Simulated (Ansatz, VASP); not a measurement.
# One calculation of TaN, two programs

The input INCAR:

```
SYSTEM = TaN
ALGO = Normal
EDIFF = 1E-8
ENCUT = 520
GGA = PS
ISIF = 2
ISMEAR = -1
LASPH = .True.
LCHARG = .False.
LEFG = .True.
LREAL = .False.
LWAVE = .False.
NBANDS = 24
NELM = 100
PREC = Accurate
SIGMA = 0.01
```

Contents of KPOINTS:

```
k-points
0
Gamma
  9 9 5
  0 0 0
```

Contents of POSCAR:

```
TaN
1.0
    2.9877386998      0.0000000000      0.0000000000
   -1.4938693500      2.5874576140      0.0000000000
    0.0000000000      0.0000000000      4.8391553770
Ta N
2 2
Direct
    0.3333333333      0.6666666667      0.0000000000
    0.6666666667      0.3333333333      0.5000000000
    0.3333333333      0.6666666667      0.3850000000
    0.6666666667      0.3333333333      0.8850000000
```

Input for Ansatz:

```yaml
crystal:
  lattice:
    - [2.9877386998, 0.0, 0.0]
    - [-1.49386935, 2.587457614, 0.0]
    - [0.0, 0.0, 4.839155377]
  atoms:
    - { symbol: Ta, position: [0.3333333333, 0.6666666667, 0.0] }
    - { symbol: Ta, position: [0.6666666667, 0.3333333333, 0.5] }
    - { symbol: "N", position: [0.3333333333, 0.6666666667, 0.385] }
    - { symbol: "N", position: [0.6666666667, 0.3333333333, 0.885] }
kpoints:
  mp_grid: { grid: [9, 9, 5] }
scf:
  occupations: { method: fermi_dirac, width: 0.01 }
hamiltonian:
  xc: pbesol
  pseudopotentials: { kind: paw }
output:
  forces: true
  stress: true
  eigenvalues: true
  efg: { contact_densities: true }
  write_density: true
  write_potential: true
  elf: true
  volumetric_format: npy
```

Change from the starting cell: volume scaled by 0.94, PAW files.

Alike in both runs: task electric field gradients; functional PBEsol; k mesh 9 × 9 × 5; occupations fermi-dirac, width 0.01 eV; no spin polarisation.

|  | VASP | Ansatz |
| --- | --- | --- |
| version | VASP 6.6.1 | Ansatz 0.2.0 |
| potentials or method | VASP PAW PBE potentials, release 64 (Ta_pv, N) | PAW with Ansatz's default frozen-core files, scalar-relativistic |
| plane-wave cutoff (eV) | 520 | 420 |
| valence electrons in the cell | 32 | 36 |

|  | VASP | Ansatz | Ansatz less VASP |
| --- | --- | --- | --- |
| pressure (GPa) | 179.1 | 174.6 | -4.48 |
| traceless stress, the component that is largest in VASP (GPa) | -21.81 | -21.35 | +0.456 |
| rms of the force components (eV/Å) | 1.407 | 1.400 | -0.0069 |
| size of Vzz on the site where it differs most (V/Å²) | 129.5 | 134.2 | +4.72 |

VASP's potentials were made for PBE, not for PBEsol. Atom by atom the forces differ by 0.007 eV/Å (rms over components). Both programs put the cell under a high pressure, so it lies far from rest at this level. With one functional, cell and mesh, what is left measures potentials, basis and numerics. VASP's potentials hold 32 valence electrons a cell and Ansatz's 36, so a difference there can come from the potentials and not from the codes.

Spin-orbit coupling is off throughout. Noted on VASP's run: the cell as given lies far from equilibrium.
